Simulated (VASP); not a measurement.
I: single point with PBE

The system is I.

```
I
1.0
     4.71564   -2.32264    0.00000
     4.71564    2.32264    0.00000
     0.00000    0.00000    9.77924
I
4
Direct
  0.16035 0.83965 0.12203
  0.66035 0.33965 0.37797
  0.83965 0.16035 0.87797
  0.33965 0.66035 0.62203
```

```
Program                : VASP 6.6.1
Task                   : single point
Functional             : PBE
Potentials or basis    : VASP PAW PBE potentials, release 64 (I)
Cutoff                 : 520 eV
k mesh                 : 6 × 6 × 4
Occupations            : gaussian, width 0.02 eV
Spin                   : no spin polarisation
Dipole correction      : no
Further INCAR settings : ALGO = Normal; EDIFF = 1e-06; NBANDS = 22
```

The pressure is 0.0 GPa and the largest force is 0.021 eV/Å. The band gap on the k mesh is 1.09 eV (least direct gap 1.12 eV).

Forces in eV/Å, atoms in the order of the input:
```
I    0.000  0.015 -0.015
I    0.000  0.015  0.015
I    0.000 -0.015  0.015
I    0.000 -0.015 -0.015
```

Levels at points of the mesh, in eV from the valence-band top:
```csv
k point,band 10,band 11,band 12,band 13,band 14,band 15,band 16,band 17,band 18,band 19
"(0.00, 0.00, 0.00)",-1.42,-1.31,-0.85,-0.60,-0.01,1.11,1.83,4.56,5.23,5.50
"(0.50, 0.00, 0.00)",-1.77,-1.39,-1.39,-0.71,-0.71,2.16,2.16,5.54,5.54,7.00
"(0.50, 0.50, 0.00)",-1.57,-1.43,-1.33,-0.63,-0.11,1.09,1.79,5.21,6.32,6.72
"(0.00, 0.00, 0.50)",-1.64,-0.90,-0.90,-0.34,-0.34,1.27,1.27,5.01,5.01,6.08
"(0.50, 0.00, 0.50)",-1.80,-0.73,-0.73,0.00,0.00,1.41,1.41,5.87,5.87,6.47
"(0.50, 0.50, 0.50)",-1.67,-0.94,-0.94,-0.63,-0.63,1.26,1.26,6.17,6.17,7.10
```

It took 2.8 min on 1 thread of Oxide Virtual Turin-like Processor (shared host), peak memory 0.37 GiB.

Caveat: spin-orbit coupling is left out, which moves the levels of the heavy elements. A k mesh can miss the band edges.
